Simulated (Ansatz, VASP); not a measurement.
V in VASP and in Ansatz

```xyz
1
Lattice="-1.3621 1.3621 1.3621 1.3621 -1.3621 1.3621 1.3621 1.3621 -1.3621" Properties=species:S:1:pos:R:3 pbc="T T T"
V     0.0000    0.0000    0.0000
```

Change from the starting cell: volume scaled by 0.75, LAPW.

Alike in both runs: task single point; functional PBE; k mesh 18 × 18 × 18; occupations fermi-dirac, width 0.1 eV; no spin polarisation.

|  | VASP | Ansatz |
| --- | --- | --- |
| version | VASP 6.6.1 | Ansatz 0.2.0 |
| potentials or method | VASP PAW PBE potentials, release 64 (V_sv), cutoff 520 eV | all-electron LAPW, scalar-relativistic |

```tsv
	VASP	Ansatz	Ansatz less VASP
pressure (GPa)	89.7	88.3	-1.34
```

Both programs put the cell under a high pressure, so it lies far from rest at this level. Ansatz ran all-electron here, and VASP with PAW potentials.

Noted on VASP's run: the cell as given lies far from equilibrium.
